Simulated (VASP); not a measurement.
# Al12H in VASP: relaxation of the atoms with PBE

Aim: the relaxation of the atoms of Al12H with PBE.

All numbers are computed with VASP 6.6.1; they aren't measurements. Logs are shortened: lines on timing, memory, paths and dates and some standing lists are left out, and cuts for length are marked.

## 1. The cell of the first run

The cell holds a slab with vacuum, 13 atoms: a = 5.714 Å, b = 5.714 Å, c = 19.675 Å, α = 90.00°, β = 90.00°, γ = 90.00°.

## 2. Relaxation of the atoms, PBE

INCAR reads:

```
ALGO = Fast ; DIPOL = 0.5 0.5 0.320
EDIFF = 1E-6 ; EDIFFG = -0.025
ENCUT = 520 ; GGA = PE
IBRION = 2 ; IDIPOL = 3
ISIF = 2 ; ISMEAR = 0
LASPH = T ; LCHARG = F
LDIPOL = T ; LREAL = F
LWAVE = F ; NELM = 80
NSW = 36 ; PREC = Accurate
SIGMA = 0.1
```

KPOINTS reads:

```
k-points
0
Gamma
  5 5 1
```

POSCAR reads:

```
Al12H
1.0
    5.7135165837      0.0000000000      0.0000000000
    0.0000000000      5.7135165837      0.0000000000
    0.0000000000      0.0000000000     19.6746954375
Al H
12 1
Selective dynamics
Direct
    0.2500000000      0.2500000000      0.2033068320  F F F
    0.2500000000      0.7500000000      0.2033068320  F F F
    0.7500000000      0.2500000000      0.2033068320  F F F
    0.7500000000      0.7500000000      0.2033068320  F F F
    0.0000000000      0.0000000000      0.3092728611  F F F
    0.0000000000      0.5000000000      0.3092728611  F F F
    0.5000000000      0.0000000000      0.3092728611  F F F
    0.5000000000      0.5000000000      0.3092728611  F F F
    0.2500000000      0.2500000000      0.4154928580  F F F
    0.2500000000      0.7500000000      0.4154928580  F F F
    0.7500000000      0.2500000000      0.4154928580  F F F
    0.7500000000      0.7500000000      0.4154928580  F F F
    0.2500000000      0.5000000000      0.4486967045  F F T
```

Potentials or basis: VASP PAW PBE potentials, release 64 (Al, H).

On the command line:

```sh
> cat potpaw_PBE.64/Al/POTCAR potpaw_PBE.64/H/POTCAR > POTCAR
> mpirun -np 1 vasp_std > vasp.out
```

OUTCAR:

```text
EDIFF = 1E-6
   EDIFFG = -0.025
   ENCUT = 520
   GGA = PE
   IBRION = 2
   ISIF = 2
   ISMEAR = 0
   LASPH = T
   LREAL = F
   NELM = 80
   NSW = 36
   PREC = Accurate

 ion  position               nearest neighbor table
   1  0.250  0.250  0.203-   2 2.86   3 2.86   2 2.86   3 2.86   7 2.90   8 2.90   5 2.90   6 2.90

   2  0.250  0.750  0.203-   1 2.86   4 2.86   1 2.86   4 2.86   7 2.90   8 2.90   5 2.90   6 2.90

   3  0.750  0.250  0.203-   1 2.86   4 2.86   4 2.86   1 2.86   7 2.90   8 2.90   5 2.90   6 2.90
[... 4 lines left out ...]
                            11 2.91  12 2.91   9 2.91  10 2.91
   6  0.000  0.500  0.309-   5 2.86   8 2.86   5 2.86   8 2.86   1 2.90   2 2.90   3 2.90   4 2.90
                            11 2.91  12 2.91   9 2.91  10 2.91
   7  0.500  0.000  0.309-   5 2.86   8 2.86   8 2.86   5 2.86   1 2.90   2 2.90   3 2.90   4 2.90
                            11 2.91  12 2.91   9 2.91  10 2.91
   8  0.500  0.500  0.309-   6 2.86   7 2.86   7 2.86   6 2.86   1 2.90   2 2.90   3 2.90   4 2.90
                            11 2.91  12 2.91   9 2.91  10 2.91
   9  0.250  0.250  0.415-  13 1.57  11 2.86  10 2.86  10 2.86  11 2.86   6 2.91   7 2.91   8 2.91
                             5 2.91
  10  0.250  0.750  0.415-  13 1.57  12 2.86   9 2.86   9 2.86  12 2.86   6 2.91   7 2.91   8 2.91
                             5 2.91
  11  0.750  0.250  0.415-   9 2.86  12 2.86  12 2.86   9 2.86   5 2.91   6 2.91   7 2.91   8 2.91

  12  0.750  0.750  0.415-  10 2.86  11 2.86  11 2.86  10 2.86   5 2.91   6 2.91   7 2.91   8 2.91

  13  0.250  0.500  0.449-   9 1.57  10 1.57

  LATTYP: Found a simple tetragonal cell.
 ALAT       =     5.7135165837
 C/A-ratio  =     3.4435351940

  Lattice vectors:

 A1 = (   5.7135165837,   0.0000000000,   0.0000000000)
 A2 = (   0.0000000000,   5.7135165837,   0.0000000000)
 A3 = (   0.0000000000,   0.0000000000,  19.6746954375)

Analysis of symmetry for initial positions (statically):
=====================================================================
 Subroutine PRICEL returns:
 Original cell was already a primitive cell.

 Routine SETGRP: Setting up the symmetry group for a
 simple tetragonal supercell.

 Subroutine GETGRP returns: Found  4 space group operations
 (whereof  2 operations were pure point group operations)
 out of a pool of 16 trial point group operations.

The static configuration has the point symmetry C_1h.
 The point group associated with its full space group is C_2v.

Analysis of symmetry for dynamics (positions and initial velocities):
=====================================================================
 Subroutine PRICEL returns:
 Original cell was already a primitive cell.

 Routine SETGRP: Setting up the symmetry group for a
 simple tetragonal supercell.

 Subroutine GETGRP returns: Found  4 space group operations
 (whereof  2 operations were pure point group operations)
 out of a pool of 16 trial point group operations.

The dynamic configuration has the point symmetry C_1h.
 The point group associated with its full space group is C_2v.

Analysis of constrained symmetry for selective dynamics:
=====================================================================
 Subroutine PRICEL returns:
 Original cell was already a primitive cell.

 Routine SETGRP: Setting up the symmetry group for a
 simple tetragonal supercell.

 Subroutine GETGRP returns: Found  4 space group operations
 (whereof  2 operations were pure point group operations)
 out of a pool of 16 trial point group operations.

The constrained configuration has the point symmetry C_1h.
 The point group associated with its full space group is C_2v.

 Subroutine INISYM returns: Found  4 space group operations
 (whereof  2 operations are pure point group operations),
 and found     1 'primitive' translations

----------------------------------------------------------------------------------------

                                     Primitive cell

  volume of cell :     642.2661

  direct lattice vectors                    reciprocal lattice vectors
     5.713516584  0.000000000  0.000000000     0.175023558  0.000000000  0.000000000
     0.000000000  5.713516584  0.000000000     0.000000000  0.175023558  0.000000000
     0.000000000  0.000000000 19.674695437     0.000000000  0.000000000  0.050826708

[... 47 lines left out ...]
     0.000000000  0.000000000  0.050826708     0.000000000  0.000000000  1.000000000

  Length of vectors
     0.035004712  0.035004712  0.050826708

  Shift w.r.t. Gamma in fractional coordinates (k-lattice)
     0.000000000  0.000000000  0.000000000

 Subroutine IBZKPT returns following result:
 ===========================================

 Found      9 irreducible k-points:

 Following reciprocal coordinates:
            Coordinates               Weight
  0.000000  0.000000  0.000000      1.000000
  0.200000  0.000000  0.000000      2.000000
  0.000000  0.200000  0.000000      2.000000
  0.400000  0.000000  0.000000      2.000000
  0.000000  0.400000  0.000000      2.000000
  0.200000  0.200000  0.000000      4.000000
  0.400000  0.200000  0.000000      4.000000
 -0.200000  0.400000  0.000000      4.000000
  0.400000  0.400000  0.000000      4.000000
   k-points           NKPTS =      9   k-points in BZ     NKDIM =      9   number of bands    NBANDS=     25
   number of dos      NEDOS =    301   number of ions     NIONS =     13
   total plane-waves  NPLWV = 264600
   dimension x,y,z NGX =    42 NGY =   42 NGZ =  150
   dimension x,y,z NGXF=    84 NGYF=   84 NGZF=  300
   ions per type =              12   1
   NGX,Y,Z   is equivalent  to a cutoff of  12.22, 12.22, 12.67 a.u.
   NGXF,Y,Z  is equivalent  to a cutoff of  24.44, 24.44, 25.35 a.u.
 SYSTEM =  unknown system
   PREC   = accura    normal or accurate (medium, high low for compatibility)
   ISTART =      0    job   : 0-new  1-cont  2-samecut
   ICHARG =      2    charge: 1-file 2-atom 10-const
   ISPIN  =      1    spin polarized calculation?
   LNONCOLLINEAR =      F non collinear calculations
   LSORBIT =      F    spin-orbit coupling
   LASPH  =      T    aspherical Exc in radial PAW
   ENCUT  =  520.0 eV  38.22 Ry    6.18 a.u.  10.62 10.62 36.58*2*pi/ulx,y,z
   NELM   =     80;   NELMIN=  2; NELMDL= -5     # of ELM steps
   EDIFF  = 0.1E-05   stopping-criterion for ELM
   LREAL  =      F    real-space projection
   EDIFFG = -.3E-01   stopping-criterion for IOM
   NSW    =     36    number of steps for IOM
   IBRION =      2    ionic relax: 0-MD 1-quasi-New 2-CG
   NFREE  =      1    steps in history (QN), initial steepest desc. (CG)
   ISIF   =      2    stress and relaxation
   ISYM   =      2    0-nonsym 1-usesym 2-fastsym
   POTIM  = 0.5000    time-step for ionic-motion
   TEBEG  =    0.0;   TEEND  =   0.0 temperature during run
   PSTRESS=    0.0 pullay stress
   NELECT =      37.0000    total number of electrons
   NUPDOWN=      -1.0000    fix difference up-down
   EMIN   =  10.00;   EMAX   =-10.00  energy-range for DOS
   EFERMI =   0.00;   METHOD = LEGACY
   ISMEAR =     0;   SIGMA  =   0.10  broadening in eV -4-tet -1-fermi 0-gaus
   EFERMI_NEDOS =   21; number of points for ismear=-14 and -15
   IALGO  =     68    algorithm
   IMIX   =      4    mixing-type and parameters
     AMIX     =   0.40;   BMIX     =  1.00
     AMIX_MAG =   1.60;   BMIX_MAG =  1.00
  volume/ion in A,a.u.               =      49.41       333.40
  Fermi-wavevector in a.u.,A,eV,Ry     =   0.632272  1.194820  5.439167  0.399767
  Thomas-Fermi vector in A             =   1.695531
   LORBIT       =      0    0 simple, 1 ext, 2 COOP (PROOUT), +10 PAW based schemes
   GGA     = PE    functional components
   LHFCALC =     F    Hartree Fock is set to
   AEXX    =    0.0000 exact exchange contribution
   IVDW    =     0    specifies the selected vdW correction
   LEPSILON=     F    determine dielectric tensor
   LRPA    =     F    only Hartree local field effects (RPA)
 conjugate gradient relaxation of ions
 non-spin polarized calculation
 RMM-DIIS sequential band-by-band and
 Gauss-broadening in eV      SIGMA  =   0.10
  energy-cutoff  :      520.00
  volume of cell :      642.27
 maximum number of plane-waves:     17320
   NGX = 21   NGY = 21   NGZ = 73

 dipolmoment           0.000000      0.000000      0.019291 electrons x Angstroem

--------------------------------------- Ionic step        1  -------------------------------------------

 number of electron      36.9999998 magnetization

 Free energy of the ion-electron system (eV)
  ---------------------------------------------------
  ext. energy  EPLUGINS =         0.00000000
  ---------------------------------------------------
  free energy    TOTEN  =       -44.18818891 eV

  energy without entropy =      -44.16989142  energy(sigma->0) =      -44.17904017

------------------------ aborting loop because EDIFF is reached ----------------------------------------

  FORCE on cell =-STRESS in cart. coord.  units (eV):
  Direction    XX          YY          ZZ          XY          YZ          ZX
  --------------------------------------------------------------------------------------
  -------------------------------------------------------------------------------------
  Total       -8.1204665     -2.7657132      1.2179011      0.0000000      0.0000000      0.0000000
  in kB      -20.2570666     -6.8992634      3.0381388      0.0000000      0.0000000      0.0000000
  external PRESSURE =      -8.0393971 kB  Pullay stress =       0.0000000 kB
[... 128 lines left out ...]
--------------------------------------- Ionic step        4  -------------------------------------------

 number of electron      36.9999998 magnetization

 dipolmoment           0.000000      0.000000     -0.005646 electrons x Angstroem

 Free energy of the ion-electron system (eV)
  ---------------------------------------------------
  ext. energy  EPLUGINS =         0.00000000
  ---------------------------------------------------
  free energy    TOTEN  =       -44.59255549 eV

  energy without entropy =      -44.58068367  energy(sigma->0) =      -44.58661958

 E-fermi :  -0.5084     XC(G=0):  -4.2141

 val. band max:       -0.5676242742   @ k =   0.0000   0.0000   0.0000
 cond. band min:      -0.4993387232   @ k =   0.0000   0.0000   0.0000
 fundamental gap:      0.0682855511
 Fermi energy:        -0.5083699333

 k-point     1 :       0.0000    0.0000    0.0000
  band No.  band energies     occupation
      1     -10.6479      2.00000
      2      -8.7418      2.00000
      3      -6.6776      2.00000
      4      -6.2132      2.00000
      5      -6.1627      2.00000
      6      -6.0987      2.00000
[... 241 lines left out ...]
     24       0.7990      0.00000
     25       1.8929      0.00000

------------------------ aborting loop because EDIFF is reached ----------------------------------------

 vacuum level on the upper side and lower side of the slab       (xc-potential included)        -0.168        -0.168

  FORCE on cell =-STRESS in cart. coord.  units (eV):
  Direction    XX          YY          ZZ          XY          YZ          ZX
  --------------------------------------------------------------------------------------
  -------------------------------------------------------------------------------------
  Total       -7.7988899     -6.8034696     -0.6830422      0.0000000      0.0000000      0.0000000
  in kB      -19.4548716    -16.9717266     -1.7038960      0.0000000      0.0000000      0.0000000
  external PRESSURE =     -12.7101648 kB  Pullay stress =       0.0000000 kB
[... 28 lines left out ...]
  FREE ENERGIE OF THE ION-ELECTRON SYSTEM (eV)
  ---------------------------------------------------
  free  energy   TOTEN  =       -44.5925554900 eV

  energy  without entropy=      -44.5806836673  energy(sigma->0) =      -44.58661958

 reached required accuracy - stopping structural energy minimisation

 vacuum level on the upper side and lower side of the slab         3.776         3.766
```

Run time: 16 min. Hardware: 1 thread of Oxide Virtual Turin-like, shared host; peak memory 0.64 GiB.

Results:

| Item | Value |
| --- | --- |
| Free energy | -44.5926 eV |
| Energy gained by relaxing | 31.1 meV/atom |
| Ionic steps | 4 |
| Band gap on the k mesh | zero (an odd number of electrons rules out a gap without spin polarisation) |

Step by step:
| step | energy change (eV) | largest force on free atoms (eV/Å) | pressure (GPa) |
| --- | --- | --- | --- |
| 1 | 0.0000 | 1.8439 | -0.80 |
| 2 | -0.1498 | 1.5117 | -0.91 |
| 3 | -0.3944 | 0.3007 | -1.21 |
| 4 | -0.4044 | 0.0040 | -1.27 |

Final structure:
```cif
data_structure
_symmetry_space_group_name_H-M 'P 1'
_symmetry_Int_Tables_number 1
_cell_length_a 5.7135
_cell_length_b 5.7135
_cell_length_c 19.6747
_cell_angle_alpha 90.000
_cell_angle_beta 90.000
_cell_angle_gamma 90.000
_cell_volume 642.27
loop_
_atom_site_label
_atom_site_type_symbol
_atom_site_fract_x
_atom_site_fract_y
_atom_site_fract_z
_atom_site_occupancy
Al1 Al 0.25000 0.25000 0.20331 1
Al2 Al 0.25000 0.75000 0.20331 1
Al3 Al 0.75000 0.25000 0.20331 1
Al4 Al 0.75000 0.75000 0.20331 1
Al5 Al 0.00000 0.00000 0.30927 1
Al6 Al 0.00000 0.50000 0.30927 1
Al7 Al 0.50000 0.00000 0.30927 1
Al8 Al 0.50000 0.50000 0.30927 1
Al9 Al 0.25000 0.25000 0.41549 1
Al10 Al 0.25000 0.75000 0.41549 1
Al11 Al 0.75000 0.25000 0.41549 1
Al12 Al 0.75000 0.75000 0.41549 1
H1 H 0.25000 0.50000 0.47015 1
```

The gap in the log of VASP goes by the Fermi energy; the results here count the filled bands.